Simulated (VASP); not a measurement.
# Sn (C2/c) in VASP: single point with RPBE

Aim: the single point of Sn with RPBE.

Everything below comes from runs of VASP 6.6.1. Logs are shortened: lines on timing, memory, paths and dates and some standing lists are left out, and cuts for length are marked.

**1. The cell of the first run**

It takes space group C2/c (No. 15, monoclinic). Conventional cell: a = 3.241 Å, b = 8.506 Å, c = 4.549 Å, α = 90.00°, β = 110.76°, γ = 90.00°. Within 4.1 Å of Sn (site symmetry 2) lie 10 Sn at 3.11 to 3.87 Å.

**2. Single point, RPBE**

The input, INCAR:

```
SYSTEM = Sn
ALGO = Normal ; EDIFF = 1E-6
ENCUT = 520 ; GGA = RP
ISIF = 2 ; ISMEAR = -1
LASPH = .TRUE. ; LCHARG = .FALSE.
LREAL = .FALSE. ; LWAVE = .FALSE.
NBANDS = 21 ; NELM = 80
PREC = Accurate ; SIGMA = 0.1
```

The input, KPOINTS:

```
k-points
0
G
  18 18 12
  0 0 0
```

The input, POSCAR:

```
Sn
1.0
   -3.0062614854      3.0084422846      1.6203271089
    3.0084422846     -3.0062614854      1.6203271089
    3.0063722855      3.0063722855     -1.6163295848
Sn
2
Direct
    0.0000450341      0.9999549659      1.0000000000
    0.7499549659      0.2500450341      0.5000000000
```

Potentials or basis: VASP PAW PBE potentials, release 64 (Sn_d).

Launch:

```console
$ cat potpaw_PBE.64/Sn_d/POTCAR > POTCAR
$ mpirun -np 1 vasp_std > vasp.out
```

OUTCAR:

```text
SYSTEM = Sn
   EDIFF = 1E-6
   ENCUT = 520
   GGA = RP
   ISIF = 2
   ISMEAR = -1
   LASPH = .TRUE.
   LREAL = .FALSE.
   NELM = 80
   PREC = Accurate

 ion  position               nearest neighbor table
   1  0.000  1.000  0.000-   2 3.11   2 3.11   2 3.12   2 3.12
   2  0.750  0.250  0.500-   1 3.11   1 3.11   1 3.12   1 3.12

  LATTYP: Found a base centered monoclinic cell.
 ALAT       =     3.2406556854
 B/A-ratio  =     2.6248008030
 C/A-ratio  =     1.4035813657
 COS(beta)  =    -0.3544628104

  Lattice vectors:

 A1 = (  -3.0062614854,   3.0084422846,   1.6203271089)
 A2 = (   3.0084422846,  -3.0062614854,   1.6203271089)
 A3 = (   3.0063722855,   3.0063722855,  -1.6163295848)

Analysis of symmetry for initial positions (statically):
=====================================================================
 Subroutine PRICEL returns:
 Original cell was already a primitive cell.

 Routine SETGRP: Setting up the symmetry group for a
 base centered monoclinic supercell.

 Subroutine GETGRP returns: Found  4 space group operations
 (whereof  2 operations were pure point group operations)
 out of a pool of  4 trial point group operations.

The static configuration has the point symmetry C_2 .
 The point group associated with its full space group is C_2h.

Analysis of symmetry for dynamics (positions and initial velocities):
=====================================================================
 Subroutine PRICEL returns:
 Original cell was already a primitive cell.

 Routine SETGRP: Setting up the symmetry group for a
 base centered monoclinic supercell.

 Subroutine GETGRP returns: Found  4 space group operations
 (whereof  2 operations were pure point group operations)
 out of a pool of  4 trial point group operations.

The dynamic configuration has the point symmetry C_2 .
 The point group associated with its full space group is C_2h.

 Subroutine INISYM returns: Found  4 space group operations
 (whereof  2 operations are pure point group operations),
 and found     1 'primitive' translations

----------------------------------------------------------------------------------------

                                     Primitive cell

  volume of cell :      58.6201

  direct lattice vectors                    reciprocal lattice vectors
[... 76 lines left out ...]
   NGXF,Y,Z  is equivalent  to a cutoff of  26.30, 26.30, 26.32 a.u.
 SYSTEM =  Sn
   PREC   = accura    normal or accurate (medium, high low for compatibility)
   ISTART =      0    job   : 0-new  1-cont  2-samecut
   ICHARG =      2    charge: 1-file 2-atom 10-const
   ISPIN  =      1    spin polarized calculation?
   LNONCOLLINEAR =      F non collinear calculations
   LSORBIT =      F    spin-orbit coupling
   LASPH  =      T    aspherical Exc in radial PAW
   ENCUT  =  520.0 eV  38.22 Ry    6.18 a.u.   8.46  8.46  8.46*2*pi/ulx,y,z
   NELM   =     80;   NELMIN=  2; NELMDL= -5     # of ELM steps
   EDIFF  = 0.1E-05   stopping-criterion for ELM
   LREAL  =      F    real-space projection
   EDIFFG = 0.1E-04   stopping-criterion for IOM
   NSW    =      0    number of steps for IOM
   IBRION =     -1    ionic relax: 0-MD 1-quasi-New 2-CG
   NFREE  =      0    steps in history (QN), initial steepest desc. (CG)
   ISIF   =      2    stress and relaxation
   ISYM   =      2    0-nonsym 1-usesym 2-fastsym
   POTIM  = 0.5000    time-step for ionic-motion
   TEBEG  =    0.0;   TEEND  =   0.0 temperature during run
   PSTRESS=    0.0 pullay stress
   NELECT =      28.0000    total number of electrons
   NUPDOWN=      -1.0000    fix difference up-down
   EMIN   =  10.00;   EMAX   =-10.00  energy-range for DOS
   EFERMI =   0.00;   METHOD = LEGACY
   ISMEAR =    -1;   SIGMA  =   0.10  broadening in eV -4-tet -1-fermi 0-gaus
   EFERMI_NEDOS =   21; number of points for ismear=-14 and -15
   IALGO  =     38    algorithm
   IMIX   =      4    mixing-type and parameters
     AMIX     =   0.40;   BMIX     =  1.00
     AMIX_MAG =   1.60;   BMIX_MAG =  1.00
  volume/ion in A,a.u.               =      29.31       197.79
  Fermi-wavevector in a.u.,A,eV,Ry     =   1.279711  2.418303 22.281721  1.637660
  Thomas-Fermi vector in A             =   2.412181
   LORBIT       =      0    0 simple, 1 ext, 2 COOP (PROOUT), +10 PAW based schemes
   GGA     = RP    functional components
   LHFCALC =     F    Hartree Fock is set to
   AEXX    =    0.0000 exact exchange contribution
   IVDW    =     0    specifies the selected vdW correction
   LEPSILON=     F    determine dielectric tensor
   LRPA    =     F    only Hartree local field effects (RPA)
 non-spin polarized calculation
  energy-cutoff  :      520.00
  volume of cell :       58.62
 maximum number of plane-waves:      1598
 NGX is ok and might be reduce to    36
   NGX = 17   NGY = 17   NGZ = 17

 number of electron      28.0000005 magnetization

 Free energy of the ion-electron system (eV)
  ---------------------------------------------------
  ext. energy  EPLUGINS =         0.00000000
  ---------------------------------------------------
  free energy    TOTEN  =        -6.88878205 eV

  energy without entropy =       -6.85270716  energy(sigma->0) =       -6.87074461

 E-fermi :   7.1698     XC(G=0):  -9.8630

 val. band max:        7.1668148254   @ k =   0.5000  -0.0000   0.1667
 cond. band min:       7.1726993474   @ k =   0.3333   0.1667   0.0000
 fundamental gap:      0.0058845220
 Fermi energy:         7.1698495612

 k-point     1 :       0.0000    0.0000    0.0000
  band No.  band energies     occupation
      1     -14.4484      2.00000
      2     -14.3961      2.00000
      3     -14.3506      2.00000
      4     -14.3478      2.00000
      5     -14.2263      2.00000
      6     -14.2262      2.00000
[... 565 lines left out ...]
     20      15.3373      0.00000
     21      15.4838      0.00000

 [... further k-points ...]
[... 5 lines left out ...]
  --------------------------------------------------------------------------------------
  -------------------------------------------------------------------------------------
  Total       -0.0653114     -0.0653114      0.0624587     -0.0030188     -0.0049362     -0.0049362
  in kB       -1.7850593     -1.7850593      1.7070909     -0.0825094     -0.1349128     -0.1349141
  external PRESSURE =      -0.6210092 kB  Pullay stress =       0.0000000 kB

 VOLUME and BASIS-vectors are now :
 -----------------------------------------------------------------------------
  energy-cutoff  :      520.00
  volume of cell :       58.62
      direct lattice vectors                 reciprocal lattice vectors
    -3.006261485  3.008442285  1.620327109    -0.000208071  0.166051156  0.308468063
     3.008442285 -3.006261485  1.620327109     0.166051156 -0.000208071  0.308468063
     3.006372285  3.006372285 -1.616329585     0.166253251  0.166253251 -0.000223760

 POSITION                                       TOTAL-FORCE (eV/Angst)
 -----------------------------------------------------------------------------------
      3.00817     -3.00599      1.62033        -0.000527      0.000527     -0.000000
      0.00087      3.00768      0.81216         0.000527     -0.000527      0.000000
 -----------------------------------------------------------------------------------
    total drift:                               -0.000000     -0.000000      0.000000

  FREE ENERGIE OF THE ION-ELECTRON SYSTEM (eV)
  ---------------------------------------------------
  free  energy   TOTEN  =        -6.8887820501 eV

  energy  without entropy=       -6.8527071601  energy(sigma->0) =       -6.87074461
```

Wall time 7.2 min (1 thread of Intel Xeon 6975P-C (Granite Rapids), shared host); peak memory 1 GiB.

What came out:

```
Free energy            : -6.8888 eV
Pressure               : -0.1 GPa
Band gap on the k mesh : zero (band 14 reaches 8.61 eV, above the bottom of band 15 at 4.67 eV)
```

Caveat: the PAW data sets were made with another functional, which shifts forces and pressure a little; spin-orbit coupling is left out, which moves the levels of the heavy elements.
